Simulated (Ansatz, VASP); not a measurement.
## Ge2As3: VASP beside Ansatz

```
CELL_PARAMETERS angstrom
4.58424 0.00000 0.00000
-2.29212 3.97007 0.00000
0.00000 0.00000 7.87334
ATOMIC_POSITIONS crystal
Ge 0.00000 0.00000 0.20007
Ge 0.00000 0.00000 0.79993
As 0.33333 0.66667 0.00000
As 0.66667 0.33333 0.00000
As 0.00000 0.00000 0.50000
```

Alike in both runs: functional PBE; k mesh 12 × 12 × 6; occupations gaussian, width 0.1 eV; no spin polarisation.

Ansatz relaxed the structure, and its values are those at the end. VASP's run is a single point on that final structure, the one shown.

|  | VASP | Ansatz |
| --- | --- | --- |
| version | VASP 6.6.1 | Ansatz 0.2.0 |
| potentials or method | VASP PAW PBE potentials, release 64 (Ge_d, As), cutoff 520 eV | scalar-relativistic, plane waves, PAW |
| valence electrons in the cell | 43 | 73 |

```csv
,VASP,Ansatz,Ansatz less VASP
gap on the k mesh at the Fermi level (eV),none,none,-
pressure (GPa),0.1,0.0,-0.07
rms of the force components (eV/Å),0.009,0.002,-0.0063
```

A gap of «none» marks a metal or a gap that the smearing closes. VASP's potentials hold 43 valence electrons a cell and Ansatz's 73, so a difference there can come from the potentials and not from the codes.
